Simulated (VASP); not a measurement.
# ZnS (F-43m) in VASP: notebook, part 2 of 2

VASP 6.6.1. Earlier steps stand in the parts before.

### 4 Single point, PBE

This run uses another cell than the first one, of 19.73 Å³/atom, 1.027 times its volume.

Input file INCAR:

```
SYSTEM = ZnS
ALGO = Normal
EDIFF = 1E-7
ENCUT = 520
GGA = PE
ISIF = 2
ISMEAR = 0
LASPH = .True.
LCHARG = .False.
LREAL = .False.
LWAVE = .False.
NBANDS = 16
NELM = 80
PREC = Accurate
SIGMA = 0.023
```

Input file KPOINTS:

```
k-points
0
Gamma
  9 9 9
  0 0 0
```

Input file POSCAR:

```
ZnS
1.0
    0.0000000000      2.7020000000      2.7020000000
    2.7020000000      0.0000000000      2.7020000000
    2.7020000000      2.7020000000      0.0000000000
Zn S
1 1
Direct
    0.7500000000      0.7500000000      0.7500000000
    0.0000000000      0.0000000000      0.0000000000
```

Potentials or basis: VASP PAW PBE potentials, release 64 (Zn, S).

Started as:

```sh
cat potpaw_PBE.64/Zn/POTCAR potpaw_PBE.64/S/POTCAR > POTCAR
mpirun -np 1 vasp_std > vasp.out
```

OUTCAR:

```text
SYSTEM = ZnS
   EDIFF = 1E-7
   ENCUT = 520
   GGA = PE
   ISIF = 2
   ISMEAR = 0
   LASPH = .True.
   LREAL = .False.
   NELM = 80
   PREC = Accurate

 ion  position               nearest neighbor table
   1  0.750  0.750  0.750-   2 2.34   2 2.34   2 2.34   2 2.34
   2  0.000  0.000  0.000-   1 2.34   1 2.34   1 2.34   1 2.34

  LATTYP: Found a face centered cubic cell.
 ALAT       =     5.4040000000

  Lattice vectors:

 A1 = (   0.0000000000,   2.7020000000,   2.7020000000)
 A2 = (   2.7020000000,   0.0000000000,   2.7020000000)
 A3 = (   2.7020000000,   2.7020000000,   0.0000000000)

Analysis of symmetry for initial positions (statically):
=====================================================================
 Subroutine PRICEL returns:
 Original cell was already a primitive cell.

 Routine SETGRP: Setting up the symmetry group for a
 face centered cubic supercell.

 Subroutine GETGRP returns: Found 24 space group operations
 (whereof 24 operations were pure point group operations)
 out of a pool of 48 trial point group operations.

The static configuration has the point symmetry T_d .

Analysis of symmetry for dynamics (positions and initial velocities):
=====================================================================
 Subroutine PRICEL returns:
 Original cell was already a primitive cell.

 Routine SETGRP: Setting up the symmetry group for a
 face centered cubic supercell.

 Subroutine GETGRP returns: Found 24 space group operations
 (whereof 24 operations were pure point group operations)
 out of a pool of 48 trial point group operations.

The dynamic configuration has the point symmetry T_d .

 Subroutine INISYM returns: Found 24 space group operations
 (whereof 24 operations are pure point group operations),
 and found     1 'primitive' translations
[... 103 lines left out ...]
   POTIM  = 0.5000    time-step for ionic-motion
   TEBEG  =    0.0;   TEEND  =   0.0 temperature during run
   PSTRESS=    0.0 pullay stress
   NELECT =      18.0000    total number of electrons
   NUPDOWN=      -1.0000    fix difference up-down
   EMIN   =  10.00;   EMAX   =-10.00  energy-range for DOS
   EFERMI =   0.00;   METHOD = LEGACY
   ISMEAR =     0;   SIGMA  =   0.02  broadening in eV -4-tet -1-fermi 0-gaus
   EFERMI_NEDOS =   21; number of points for ismear=-14 and -15
   IALGO  =     38    algorithm
   IMIX   =      4    mixing-type and parameters
     AMIX     =   0.40;   BMIX     =  1.00
     AMIX_MAG =   1.60;   BMIX_MAG =  1.00
  volume/ion in A,a.u.               =      19.73       133.12
  Fermi-wavevector in a.u.,A,eV,Ry     =   1.260290  2.381602 21.610537  1.588330
  Thomas-Fermi vector in A             =   2.393807
   LORBIT       =      0    0 simple, 1 ext, 2 COOP (PROOUT), +10 PAW based schemes
   GGA     = PE    functional components
   LHFCALC =     F    Hartree Fock is set to
   AEXX    =    0.0000 exact exchange contribution
   IVDW    =     0    specifies the selected vdW correction
   LEPSILON=     F    determine dielectric tensor
   LRPA    =     F    only Hartree local field effects (RPA)
 non-spin polarized calculation
 Gauss-broadening in eV      SIGMA  =   0.02
  energy-cutoff  :      520.00
  volume of cell :       39.45
 maximum number of plane-waves:      1073
   NGX = 15   NGY = 15   NGZ = 15

 number of electron      18.0000000 magnetization

 Free energy of the ion-electron system (eV)
  ---------------------------------------------------
  ext. energy  EPLUGINS =         0.00000000
  ---------------------------------------------------
  free energy    TOTEN  =        -6.84725773 eV

  energy without entropy =       -6.84725773  energy(sigma->0) =       -6.84725773

 E-fermi :   2.2298     XC(G=0):  -9.6300

 val. band max:        2.1065517988   @ k =   0.0000   0.0000   0.0000
 cond. band min:       4.2212183446   @ k =   0.0000   0.0000   0.0000
 fundamental gap:      2.1146665458
 Fermi energy:         2.2297793482

 k-point     1 :       0.0000    0.0000    0.0000
  band No.  band energies     occupation
      1     -11.0337      2.00000
      2      -4.2320      2.00000
      3      -4.2320      2.00000
      4      -4.2320      2.00000
      5      -3.7338      2.00000
      6      -3.7338      2.00000
[... 433 lines left out ...]
      3      -3.9030      2.00000
      4      -3.9030      2.00000
      5      -3.6606      2.00000
      6      -3.5769      2.00000
[... 8 lines left out ...]
     15      15.7283      0.00000
     16      17.1418      0.00000

 [... further k-points ...]
[... 5 lines left out ...]
  --------------------------------------------------------------------------------------
  -------------------------------------------------------------------------------------
  Total        0.4339526      0.4339526      0.4339526      0.0000000      0.0000000      0.0000000
  in kB       17.6224736     17.6224736     17.6224736      0.0000000      0.0000000      0.0000000
  external PRESSURE =      17.6224736 kB  Pullay stress =       0.0000000 kB

 VOLUME and BASIS-vectors are now :
 -----------------------------------------------------------------------------
  energy-cutoff  :      520.00
  volume of cell :       39.45
      direct lattice vectors                 reciprocal lattice vectors
     0.000000000  2.702000000  2.702000000    -0.185048113  0.185048113  0.185048113
     2.702000000  0.000000000  2.702000000     0.185048113 -0.185048113  0.185048113
     2.702000000  2.702000000  0.000000000     0.185048113  0.185048113 -0.185048113

 POSITION                                       TOTAL-FORCE (eV/Angst)
 -----------------------------------------------------------------------------------
      4.05300      4.05300      4.05300        -0.000000     -0.000000      0.000000
      0.00000      0.00000      0.00000         0.000000      0.000000     -0.000000
 -----------------------------------------------------------------------------------
    total drift:                                0.000001      0.000001      0.000001

  FREE ENERGIE OF THE ION-ELECTRON SYSTEM (eV)
  ---------------------------------------------------
  free  energy   TOTEN  =        -6.8472577336 eV

  energy  without entropy=       -6.8472577336  energy(sigma->0) =       -6.84725773
```

OSZICAR:

```text
N       E                     dE             d eps       ncg     rms          rms(c)
DAV:   1     0.826249847225E+02    0.82625E+02   -0.85437E+03  1120   0.132E+03
DAV:   2    -0.208092788840E+01   -0.84706E+02   -0.78980E+02  1296   0.260E+02
DAV:   3    -0.722457432658E+01   -0.51436E+01   -0.51217E+01  1400   0.597E+01
DAV:   4    -0.727398642098E+01   -0.49412E-01   -0.49402E-01  1392   0.619E+00
DAV:   5    -0.727450629170E+01   -0.51987E-03   -0.51986E-03  1432   0.598E-01    0.686E+00
DAV:   6    -0.686772598939E+01    0.40678E+00   -0.73469E-01  1672   0.300E+01    0.537E+00
DAV:   7    -0.684757181993E+01    0.20154E-01   -0.25179E-01  1352   0.451E+00    0.273E+00
DAV:   8    -0.684684950675E+01    0.72231E-03   -0.50933E-03  1464   0.858E-01    0.719E-01
DAV:   9    -0.684709556383E+01   -0.24606E-03   -0.12499E-03  1376   0.282E-01    0.974E-02
DAV:  10    -0.684726616939E+01   -0.17061E-03   -0.23321E-04  1400   0.130E-01    0.502E-02
DAV:  11    -0.684725708168E+01    0.90877E-05   -0.32993E-05  1296   0.717E-02    0.774E-03
DAV:  12    -0.684725757624E+01   -0.49457E-06   -0.38829E-06  1576   0.198E-02    0.473E-03
DAV:  13    -0.684725774196E+01   -0.16572E-06   -0.77512E-07  1384   0.694E-03    0.279E-03
DAV:  14    -0.684725773355E+01    0.84112E-08   -0.30279E-08  1032   0.175E-03
   1 F= -.68472577E+01 E0= -.68472577E+01  d E =-.182402E-16
```

Run time: 9.2 s. Hardware: 1 thread of Intel Xeon 6975P-C (Granite Rapids), shared host; peak memory 0.16 GiB.

Results:

```
Free energy            : -6.8473 eV
Pressure               : 1.8 GPa
Band gap on the k mesh : 2.11 eV, direct
```

Levels at points of the mesh, in eV from the valence-band top:
```tsv
k point	band 6	band 7	band 8	band 9	band 10	band 11	band 12	band 13
(0.00, 0.00, 0.00)	-5.84	0.00	0.00	0.00	2.11	6.40	6.40	6.40
```

### 5 Summary

| level | cell | smearing | gap on the mesh (eV) | pressure (GPa) |
| --- | --- | --- | --- | --- |
| PBEsol | a = 3.787 Å, angles 60.0°, 2 atoms | fermi-dirac 0.05 eV | 2.09 | 0.2 |
| PBEsol | a = 3.821 Å, angles 60.0°, 2 atoms | gaussian 0.01 eV | 1.98 | -1.8 |
| PBE | a = 3.821 Å, angles 60.0°, 2 atoms | gaussian 0.023 eV | 2.11 | 1.8 |

Alike in all rows: task single point; potentials or basis VASP PAW PBE potentials, release 64 (Zn, S); no spin polarisation; k mesh 9 × 9 × 9; cutoff (eV) 520.

Caveats: the PAW data sets were made with another functional, which shifts forces and pressure a little (some runs).

Total energies depend on the potentials used, so only differences within one code and one set of settings carry meaning.

### 6 Comparison with measurements

Step 2. Measured gap of ZnS: 3.85 eV (direct; 19 K; quoted in “Electronic, vibrational, and thermodynamic properties of ZnS (zincblende and rocksalt structure)”, 2009, arxiv:0911.5022). This calculation gives 2.09 eV (-1.76 eV). The value is that of PBEsol, without temperature or zero-point motion. Semilocal functionals fall short of measured gaps as a rule.

Step 3. Against the measured gap of ZnS, 3.85 eV (direct; 19 K; quoted in “Electronic, vibrational, and thermodynamic properties of ZnS (zincblende and rocksalt structure)”, 2009, arxiv:0911.5022), the calculated 1.98 eV is off by -1.87 eV. The value is that of PBEsol, without temperature or zero-point motion. Semilocal functionals fall short of measured gaps as a rule.

Step 4. Measured gap of ZnS: 3.85 eV (direct; 19 K; quoted in “Electronic, vibrational, and thermodynamic properties of ZnS (zincblende and rocksalt structure)”, 2009, arxiv:0911.5022). This calculation gives 2.11 eV (-1.74 eV). The value is that of PBE, without temperature or zero-point motion. Semilocal functionals fall short of measured gaps as a rule.
